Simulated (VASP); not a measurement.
Write the native input for VASP 6.6.1 that does the following.

| Quantity | Value |
| --- | --- |
| Task | single point |
| Functional | r2SCAN |
| Potentials or basis | VASP PAW PBE potentials, release 64 (Zr_sv) |
| Cutoff | 550 eV |
| k mesh | 10 × 10 × 10 |
| Occupations | fermi-dirac, width 0.05 eV |
| Spin | no spin polarisation |
| Dipole correction | no |
| Further INCAR settings | ALGO = Normal; EDIFF = 1e-06; NBANDS = 12 |

Crystal: Zr.

```
Zr
1.0
    -1.82199    1.82199    1.82199
     1.82199   -1.82199    1.82199
     1.82199    1.82199   -1.82199
Zr
1
Direct
  0.00000 0.00000 0.00000
```

One way to write it, as run:

POSCAR

```
Zr
1.0
   -1.8219871043      1.8219871043      1.8219871043
    1.8219871043     -1.8219871043      1.8219871043
    1.8219871043      1.8219871043     -1.8219871043
Zr
1
Direct
    0.0000000000      0.0000000000      0.0000000000
```

INCAR.step1

```
PREC     = Accurate       # precision mode
ENCUT    = 550            # plane-wave cutoff, eV
ISMEAR   = -1             # smearing method
SIGMA    = 0.05           # smearing width, eV
LREAL    = F              # projectors in reciprocal space
LASPH    = T              # aspherical terms in the spheres
NELM     = 120            # most SCF steps
NBANDS   = 12             # bands
GGA      = PE             # functional
ALGO     = Normal         # electronic algorithm
EDIFF    = 1E-5           # SCF threshold, eV
LWAVE    = T              # write WAVECAR
LCHARG   = F              # write CHGCAR
GGA_COMPAT= F
```

INCAR.step2

```
PREC     = Accurate       # precision mode
ENCUT    = 550            # plane-wave cutoff, eV
EDIFF    = 1E-6           # SCF threshold, eV
ISMEAR   = -1             # smearing method
SIGMA    = 0.05           # smearing width, eV
LREAL    = F              # projectors in reciprocal space
LASPH    = T              # aspherical terms in the spheres
NELM     = 120            # most SCF steps
ALGO     = Normal         # electronic algorithm
ISIF     = 2              # what is computed and relaxed
LWAVE    = F              # write WAVECAR
LCHARG   = F              # write CHGCAR
METAGGA  = R2SCAN         # meta-GGA
LMIXTAU  = T            
NBANDS   = 12             # bands
ISTART   = 1            
GGA_COMPAT= F
```

KPOINTS

```
regular mesh
0
Gamma
  10 10 10
```

Potentials or basis: VASP PAW PBE potentials, release 64 (Zr_sv).

Run with:

```sh
$ cat potpaw_PBE.64/Zr_sv/POTCAR > POTCAR
$ cp INCAR.step1 INCAR
$ mpirun -np 1 vasp_std > vasp.out
$ cp INCAR.step2 INCAR
$ mpirun -np 1 vasp_std > vasp.out
```

Results of the run:

```
Pressure               : -4.2 GPa
Band gap on the k mesh : zero (band 6 reaches 9.61 eV, above the bottom of band 7 at 7.59 eV)
```

Caveat: the PAW data sets were made with another functional, which shifts forces and pressure a little.

It took 28 s on 1 thread of Intel(R) Xeon(R) Platinum 8488C (Sapphire Rapids), on a shared host, peak memory 0.14 GiB.
